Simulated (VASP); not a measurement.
# HfO2: single point with PBE

Crystal: HfO2.

```
CELL_PARAMETERS angstrom
3.60456 0.00000 0.00000
-1.80228 3.12164 0.00000
0.00000 0.00000 8.82932
ATOMIC_POSITIONS crystal
Hf 0.00000 0.00000 0.00000
Hf 0.33333 0.66667 0.33333
Hf 0.66667 0.33333 0.66667
O 0.66667 0.33333 0.41667
O 0.00000 0.00000 0.25000
O 0.33333 0.66667 0.08333
O 0.66667 0.33333 0.91667
O 0.33333 0.66667 0.58333
O 0.00000 0.00000 0.75000
```

```json
{
  "Program": "VASP 6.6.1",
  "Task": "single point",
  "Functional": "PBE",
  "Potentials or basis": "VASP PAW PBE potentials, release 64 (Hf_pv, O)",
  "Cutoff": "600 eV",
  "k mesh": "6 × 6 × 4",
  "Occupations": "gaussian, width 0.05 eV",
  "Spin": "no spin polarisation",
  "Dipole correction": "no",
  "Further INCAR settings": "ALGO = Normal; EDIFF = 1e-06; NBANDS = 43"
}
```

- Pressure: -3.9 GPa
- Band gap on the k mesh: 3.76 eV

Levels at points of the mesh, in eV from the valence-band top:
```tsv
k point	band 31	band 32	band 33	band 34	band 35	band 36
(0.00, 0.00, 0.00)	-0.60	-0.60	-0.60	3.84	3.84	4.63
(0.50, 0.00, 0.00)	-1.44	-1.44	0.00	3.76	4.57	4.57
(0.00, 0.00, 0.50)	-1.05	-1.05	-1.05	4.28	4.28	4.28
(0.50, 0.00, 0.50)	-1.32	-0.59	-0.59	4.19	4.19	4.55
```

Wall time 4.3 min on 1 thread of Intel Xeon 8259CL, on a shared host, peak memory 0.3 GiB.

Caveat: the cell stands under tension; spin-orbit coupling is left out, which moves the levels of the heavy elements. A k mesh can miss the band edges.
